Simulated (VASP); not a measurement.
# HW18Se36 (a cell with a defect) in VASP: single point with PBE

Aim: the single point of HW18Se36 (a cell with a defect) with PBE.

Everything below comes from runs of VASP 6.6.1. Logs are shortened: lines on timing, memory, paths and dates and some standing lists are left out, and cuts for length are marked.

## Step 1: The cell of the first run

The cell holds a defect, 55 atoms: a = 9.750 Å, b = 9.750 Å, c = 12.826 Å, α = 90.00°, β = 90.00°, γ = 120.00°.

## Step 2: Single point, PBE

Contents of INCAR:

```
SYSTEM = HW18Se36
PREC = Accurate
ENCUT = 400
EDIFF = 1E-6
ISMEAR = -1
SIGMA = 0.01
LREAL = Auto
LASPH = .TRUE.
NELM = 120
ALGO = Normal
ISIF = 2
LWAVE = .FALSE.
LCHARG = .FALSE.
GGA = PE
NBANDS = 268
NELECT = 468.0
GGA_COMPAT = .FALSE.
ISYM = -1
```

Contents of KPOINTS:

```
explicit points
1
Reciprocal
  0.25000000   0.25000000   0.25000000 1
```

Contents of POSCAR:

```
HW18Se36
1.0
    9.7497821400      0.0000000800      0.0000000000
   -4.8748911500      8.4435589800      0.0000000000
    0.0000000000      0.0000000000     12.8261208300
W Se H
18 36 1
Direct
    0.2243974030      0.1123296449      0.7488130766
    0.1143528294      0.2205108054      0.2481302837
    0.2241781040      0.4456652688      0.7486013213
    0.1135316394      0.5559688755      0.2483570085
    0.2243000387      0.7790628333      0.7487987309
    0.1142796945      0.8888543337      0.2480931719
    0.5577338510      0.1124877504      0.7488151817
    0.4466472961      0.2211556725      0.2477935490
    0.5577033778      0.4456664499      0.7485946162
    0.4468951953      0.5561557603      0.2505126096
    0.5576729002      0.7791528396      0.7485819857
    0.4471440000      0.8894981349      0.2483726017
    0.8909457962      0.1124140817      0.7488731883
    0.7810273668      0.2220756605      0.2477833354
    0.8908713777      0.4456150466      0.7487856326
    0.7819233688      0.5564186794      0.2478080506
    0.8909890288      0.7789287603      0.7488091783
    0.7826070013      0.8887734373      0.2481364430
    0.1137996155      0.2230422024      0.8813574385
    0.2250011165      0.1104311564      0.3813325217
    0.1136176653      0.2226227110      0.6163236808
    0.2249236298      0.1112901543      0.1145931041
    0.1137167289      0.5561833585      0.8813415334
    0.2086146647      0.4354853199      0.3843753747
    0.1135171660      0.5564494785      0.6162425962
    0.2252350722      0.4450837604      0.1165328956
    0.1137247919      0.8895507225      0.8813989943
    0.2244725371      0.7785335541      0.3813665149
    0.1137874788      0.8896658398      0.6161853693
    0.2250906342      0.7781083779      0.1152526956
    0.4471893548      0.2231261686      0.8813620384
    0.5585122446      0.1128968196      0.3809258516
    0.4471205759      0.2228803007      0.6161429558
    0.5583351004      0.1113716334      0.1150318962
    0.4469929626      0.5562885242      0.8810707579
    0.5611378297      0.4418181911      0.3806709811
    0.4471070511      0.5563181326      0.6160211731
    0.5575408906      0.4456707135      0.1163695571
    0.4471058851      0.8895630364      0.8813462893
    0.5674750413      0.7942647136      0.3843689815
    0.4470115840      0.8899490111      0.6162504708
    0.5581554387      0.7779457656      0.1165619769
    0.7803705843      0.2229430673      0.8814764144
    0.8913526947      0.1116832287      0.3817899476
    0.7804494630      0.2229783604      0.6161958167
    0.8919232031      0.1112955960      0.1150209030
    0.7802463491      0.5561414267      0.8813749028
    0.8901120967      0.4445014167      0.3809312313
    0.7805618726      0.5563271304      0.6161270508
    0.8917889856      0.4448303065      0.1150148217
    0.7802086376      0.8894601146      0.8813236013
    0.8925549500      0.7779708704      0.3813251929
    0.7808509049      0.8898451418      0.6163066062
    0.8919265796      0.7782870877      0.1146001211
    0.4243759450      0.5788627731      0.3891123486
```

Potentials or basis: VASP PAW PBE potentials, release 64 (W_sv, Se, H).

Command:

```
> cat potpaw_PBE.64/W_sv/POTCAR potpaw_PBE.64/Se/POTCAR potpaw_PBE.64/H/POTCAR > POTCAR
> mpirun -np 1 vasp_std > vasp.out
```

OUTCAR:

```text
SYSTEM = HW18Se36
   PREC = Accurate
   ENCUT = 400
   EDIFF = 1E-6
   ISMEAR = -1
   LREAL = Auto
   LASPH = .TRUE.
   NELM = 120
   ISIF = 2
   GGA = PE
   NELECT = 468.0
   ISYM = -1

 ion  position               nearest neighbor table
   1  0.224  0.112  0.749-  21 2.52  19 2.53  29 2.54  31 2.54  27 2.54  33 2.54   5 3.25   7 3.25
                             9 3.25  17 3.25   3 3.25  13 3.25
   2  0.114  0.221  0.248-  24 2.52  22 2.53  20 2.53  46 2.54  26 2.54  44 2.55   6 3.23  18 3.23
                             8 3.24  14 3.26  10 3.26   4 3.27
   3  0.224  0.446  0.749-  25 2.53  23 2.53  21 2.53  35 2.54  19 2.54  37 2.54  13 3.25  15 3.25
                             5 3.25   1 3.25  11 3.25   9 3.25
   4  0.114  0.556  0.248-  24 2.52  26 2.53  50 2.54  30 2.54  28 2.54  48 2.54  16 3.24   6 3.24
                            14 3.25  10 3.25  12 3.25   2 3.27
   5  0.224  0.779  0.749-  27 2.53  29 2.53  25 2.53  41 2.54  39 2.54  23 2.54   1 3.25  17 3.25
                            11 3.25   3 3.25   7 3.25  15 3.25
   6  0.114  0.889  0.248-  28 2.53  30 2.53  20 2.53  52 2.53  54 2.54  22 2.54   2 3.23  18 3.23
                             8 3.24  16 3.24   4 3.24  12 3.24
   7  0.558  0.112  0.749-  33 2.53  31 2.53  41 2.53  43 2.54  45 2.54  39 2.54  15 3.25   9 3.25
                            13 3.25   1 3.25  11 3.25   5 3.25
   8  0.447  0.221  0.248-  32 2.52  36 2.53  34 2.53  22 2.53  38 2.54  20 2.54  12 3.24   2 3.24
                             6 3.24  14 3.26  10 3.27  16 3.27
   9  0.558  0.446  0.749-  35 2.53  37 2.53  33 2.53  49 2.54  31 2.54  47 2.54  15 3.25   7 3.25
                            17 3.25   1 3.25  11 3.25   3 3.25
  10  0.447  0.556  0.251-  55 1.82  38 2.54  26 2.54  42 2.54  36 2.55  40 2.64  24 2.64  12 3.25
                             4 3.25   2 3.26  18 3.26   8 3.27  16 3.27
  11  0.558  0.779  0.749-  41 2.53  39 2.53  35 2.54  51 2.54  53 2.54  37 2.54  13 3.25   7 3.25
                             5 3.25  17 3.25   3 3.25   9 3.25
  12  0.447  0.889  0.248-  40 2.52  42 2.53  30 2.54  34 2.54  28 2.54  32 2.54   8 3.24   6 3.24
                            10 3.25  14 3.25   4 3.25  18 3.27
  13  0.891  0.112  0.749-  43 2.53  45 2.53  53 2.53  21 2.53  19 2.54  51 2.54  15 3.25   3 3.25
                             7 3.25  11 3.25   1 3.25  17 3.25
  14  0.781  0.222  0.248-  46 2.53  44 2.54  34 2.54  50 2.54  48 2.54  32 2.54   4 3.25  12 3.25
                            16 3.26   8 3.26  18 3.26   2 3.26
  15  0.891  0.446  0.749-  49 2.53  47 2.53  25 2.53  45 2.53  23 2.54  43 2.54   7 3.25   9 3.25
                            13 3.25  17 3.25   3 3.25   5 3.25
  16  0.782  0.556  0.248-  48 2.52  36 2.53  50 2.53  54 2.54  38 2.54  52 2.54   4 3.24  18 3.24
                             6 3.24  14 3.26  10 3.27   8 3.27
  17  0.891  0.779  0.749-  53 2.52  51 2.53  49 2.54  27 2.54  47 2.54  29 2.54   5 3.25  15 3.25
                             9 3.25   1 3.25  11 3.25  13 3.25
  18  0.783  0.889  0.248-  40 2.52  54 2.53  52 2.53  42 2.54  46 2.54  44 2.55   6 3.23   2 3.23
                            16 3.24  14 3.26  10 3.26  12 3.27
  19  0.114  0.223  0.881-   1 2.53  13 2.54   3 2.54
  20  0.225  0.110  0.381-   2 2.53   6 2.53   8 2.54
  21  0.114  0.223  0.616-   1 2.52   3 2.53  13 2.53
  22  0.225  0.111  0.115-   2 2.53   8 2.53   6 2.54
  23  0.114  0.556  0.881-   3 2.53  15 2.54   5 2.54
  24  0.209  0.435  0.384-   2 2.52   4 2.52  10 2.64
[... 28 lines left out ...]
  53  0.781  0.890  0.616-  17 2.52  13 2.53  11 2.54
  54  0.892  0.778  0.115-  18 2.53  16 2.54   6 2.54
  55  0.424  0.579  0.389-  10 1.82

IMPORTANT INFORMATION: All symmetrisations will be switched off!
NOSYMM: (Re-)initialisation of all symmetry stuff for point group C_1.

----------------------------------------------------------------------------------------

                                     Primitive cell

  volume of cell :    1055.8830

  direct lattice vectors                    reciprocal lattice vectors
     9.749782140  0.000000080  0.000000000     0.102566394  0.059216736  0.000000000
    -4.874891150  8.443558980  0.000000000    -0.000000001  0.118433471  0.000000000
     0.000000000  0.000000000 12.826120830     0.000000000  0.000000000  0.077965896

  length of vectors
     9.749782140  9.749782150 12.826120830     0.118433471  0.118433471  0.077965896

  position of ions in fractional coordinates (direct lattice)
     0.224397403  0.112329645  0.748813077
     0.114352829  0.220510805  0.248130284
     0.224178104  0.445665269  0.748601321
     0.113531639  0.555968875  0.248357009
     0.224300039  0.779062833  0.748798731
     0.114279694  0.888854334  0.248093172
[... 47 lines left out ...]
     0.891926580  0.778287088  0.114600121
     0.424375945  0.578862773  0.389112349

  ion indices of the primitive-cell ions
   primitive index   ion index
                 1           1
                 2           2
                 3           3
                 4           4
                 5           5
                 6           6
[... 47 lines left out ...]
                54          54
                55          55

----------------------------------------------------------------------------------------

 KPOINTS: explicit points

Read explicit list of k-points.

 Found      1 k-points:

 Following reciprocal coordinates:
            Coordinates               Weight
  0.250000  0.250000  0.250000      1.000000
   k-points           NKPTS =      1   k-points in BZ     NKDIM =      1   number of bands    NBANDS=    268
   number of dos      NEDOS =    301   number of ions     NIONS =     55
   total plane-waves  NPLWV = 344064
   dimension x,y,z NGX =    64 NGY =   64 NGZ =   84
   dimension x,y,z NGXF=   128 NGYF=  128 NGZF=  168
   ions per type =              18  36   1
   NGX,Y,Z   is equivalent  to a cutoff of  10.91, 10.91, 10.89 a.u.
   NGXF,Y,Z  is equivalent  to a cutoff of  21.83, 21.83, 21.78 a.u.
 SYSTEM =  HW18Se36
   PREC   = accura    normal or accurate (medium, high low for compatibility)
   ISTART =      0    job   : 0-new  1-cont  2-samecut
   ICHARG =      2    charge: 1-file 2-atom 10-const
   ISPIN  =      1    spin polarized calculation?
   LNONCOLLINEAR =      F non collinear calculations
   LSORBIT =      F    spin-orbit coupling
   LASPH  =      T    aspherical Exc in radial PAW
   ENCUT  =  400.0 eV  29.40 Ry    5.42 a.u.  15.90 15.90 20.92*2*pi/ulx,y,z
   NELM   =    120;   NELMIN=  2; NELMDL= -5     # of ELM steps
   EDIFF  = 0.1E-05   stopping-criterion for ELM
   LREAL  =      T    real-space projection
   EDIFFG = 0.1E-04   stopping-criterion for IOM
   NSW    =      0    number of steps for IOM
   IBRION =     -1    ionic relax: 0-MD 1-quasi-New 2-CG
   NFREE  =      0    steps in history (QN), initial steepest desc. (CG)
   ISIF   =      2    stress and relaxation
   ISYM   =     -1    0-nonsym 1-usesym 2-fastsym
   POTIM  = 0.5000    time-step for ionic-motion
   TEBEG  =    0.0;   TEEND  =   0.0 temperature during run
   PSTRESS=    0.0 pullay stress
   NELECT =     468.0000    total number of electrons
   NUPDOWN=      -1.0000    fix difference up-down
   EMIN   =  10.00;   EMAX   =-10.00  energy-range for DOS
   EFERMI =   0.00;   METHOD = LEGACY
   ISMEAR =    -1;   SIGMA  =   0.01  broadening in eV -4-tet -1-fermi 0-gaus
   EFERMI_NEDOS =   21; number of points for ismear=-14 and -15
   IALGO  =     38    algorithm
   IMIX   =      4    mixing-type and parameters
     AMIX     =   0.40;   BMIX     =  1.00
     AMIX_MAG =   1.60;   BMIX_MAG =  1.00
  volume/ion in A,a.u.               =      19.20       129.55
  Fermi-wavevector in a.u.,A,eV,Ry     =   1.248202  2.358760 21.197987  1.558008
  Thomas-Fermi vector in A             =   2.382299
   LORBIT       =      0    0 simple, 1 ext, 2 COOP (PROOUT), +10 PAW based schemes
   GGA     = PE    functional components
   LHFCALC =     F    Hartree Fock is set to
   AEXX    =    0.0000 exact exchange contribution
   IVDW    =     0    specifies the selected vdW correction
   LEPSILON=     F    determine dielectric tensor
   LRPA    =     F    only Hartree local field effects (RPA)
 non-spin polarized calculation
  energy-cutoff  :      400.00
  volume of cell :     1055.88
 maximum number of plane-waves:     19189
 NGX is ok and might be reduce to    64
   NGX = 31   NGY = 31   NGZ = 41

 number of electron     467.9999999 magnetization

 Free energy of the ion-electron system (eV)
  ---------------------------------------------------
  ext. energy  EPLUGINS =         0.00000000
  ---------------------------------------------------
  free energy    TOTEN  =      -396.38368981 eV

  energy without entropy =     -396.38368981  energy(sigma->0) =     -396.38368981

 E-fermi :   6.6041     XC(G=0): -10.9870

 val. band max:        6.1605411886   @ k =   0.2500   0.2500   0.2500
 cond. band min:       7.6914306957   @ k =   0.2500   0.2500   0.2500
 fundamental gap:      1.5308895070
 Fermi energy:         6.6040721916

 k-point     1 :       0.2500    0.2500    0.2500
  band No.  band energies     occupation
      1     -68.0500      2.00000
      2     -67.8476      2.00000
      3     -67.8440      2.00000
      4     -67.8160      2.00000
      5     -67.8135      2.00000
      6     -67.8091      2.00000
[... 238 lines left out ...]
    245       8.5232      0.00000
    246       8.5661      0.00000
 [bands above 246 left out]

------------------------ aborting loop because EDIFF is reached ----------------------------------------

  FORCE on cell =-STRESS in cart. coord.  units (eV):
  Direction    XX          YY          ZZ          XY          YZ          ZX
  --------------------------------------------------------------------------------------
  -------------------------------------------------------------------------------------
  Total       31.9177682     23.5668342     15.8045741     -7.2773128     -0.0739967     -0.0893236
  in kB       48.4314327     35.7598795     23.9815693    -11.0424603     -0.1122812     -0.1355379
  external PRESSURE =      36.0576272 kB  Pullay stress =       0.0000000 kB

 VOLUME and BASIS-vectors are now :
 -----------------------------------------------------------------------------
  energy-cutoff  :      400.00
  volume of cell :     1055.88
      direct lattice vectors                 reciprocal lattice vectors
     9.749782140  0.000000080  0.000000000     0.102566394  0.059216736  0.000000000
    -4.874891150  8.443558980  0.000000000    -0.000000001  0.118433471  0.000000000
     0.000000000  0.000000000 12.826120830     0.000000000  0.000000000  0.077965896

 POSITION                                       TOTAL-FORCE (eV/Angst)
 -----------------------------------------------------------------------------------
      1.64023      0.94846      9.60437         0.000086      0.003888      0.000645
      0.03995      1.86190      3.18255         0.002859      0.001775      0.005558
      0.01312      3.76300      9.60165         0.000552      0.003213     -0.002822
     -1.60338      4.69436      3.18546         0.010082      0.000040      0.003773
     -1.61097      6.57806      9.60418         0.000051      0.003068     -0.000623
     -3.21887      7.50509      3.18207         0.002294     -0.001027      0.002712
[... 47 lines left out ...]
      4.90202      6.57151      1.46988        -0.007949      0.007143     -0.046619
      1.31568      4.88766      4.99080        -0.003436     -0.001866      0.011875
 -----------------------------------------------------------------------------------
    total drift:                               -0.000352      0.005007     -0.033117

  FREE ENERGIE OF THE ION-ELECTRON SYSTEM (eV)
  ---------------------------------------------------
  free  energy   TOTEN  =      -396.3836898118 eV

  energy  without entropy=     -396.3836898118  energy(sigma->0) =     -396.38368981
```

Run time: 12 min. Hardware: 1 thread of AMD EPYC 7R43 (Zen 3), shared host; peak memory 0.69 GiB.

What came out:

```
Free energy   : -396.3837 eV
Largest force : 0.058 eV/Å
```

Forces in eV/Å, atoms in the order of the input:
```
W    0.000  0.004  0.001
W    0.003  0.002  0.006
W    0.001  0.003 -0.003
W    0.010  0.000  0.004
W    0.000  0.003 -0.001
W    0.002 -0.001  0.003
W   -0.001  0.002  0.000
W    0.002  0.001  0.004
W   -0.001  0.002 -0.001
W    0.001 -0.003 -0.001
W    0.000  0.003  0.002
W    0.003 -0.005  0.005
W   -0.002  0.003  0.004
W    0.006 -0.002  0.006
W   -0.001  0.003 -0.002
W   -0.001 -0.002  0.003
W   -0.002  0.002  0.004
W    0.004 -0.009  0.008
Se  -0.007 -0.013  0.049
Se  -0.005  0.001  0.048
Se  -0.006 -0.013 -0.047
Se  -0.003  0.001 -0.053
Se   0.003  0.004  0.045
Se  -0.012 -0.010  0.042
Se   0.001 -0.002 -0.050
Se  -0.002  0.002 -0.048
Se  -0.010 -0.002  0.049
Se  -0.005 -0.002  0.047
Se  -0.009 -0.002 -0.051
Se  -0.001  0.007 -0.053
Se   0.004  0.006  0.044
Se  -0.001  0.001  0.047
Se   0.000  0.000 -0.050
Se   0.000 -0.002 -0.051
Se   0.005  0.005  0.052
Se   0.018 -0.011  0.040
Se   0.001  0.002 -0.058
Se  -0.002  0.006 -0.050
Se   0.005 -0.003  0.047
Se  -0.001  0.023  0.045
Se   0.007 -0.004 -0.052
Se   0.004  0.009 -0.047
Se   0.004 -0.011  0.046
Se  -0.003 -0.011  0.051
Se   0.005 -0.010 -0.051
Se   0.000 -0.002 -0.045
Se   0.002  0.001  0.050
Se   0.005  0.008  0.049
Se  -0.008  0.003 -0.054
Se   0.002  0.002 -0.058
Se   0.003  0.006  0.051
Se  -0.005  0.010  0.051
Se   0.000 -0.005 -0.042
Se  -0.008  0.007 -0.047
H   -0.003 -0.002  0.012
```

Caveat: the cell carries a net charge on a neutralising background, which shifts energy and pressure; the cell is charged against a uniform background, so pressure and absolute levels hang on convention; spin-orbit coupling is left out, which moves the levels of the heavy elements.
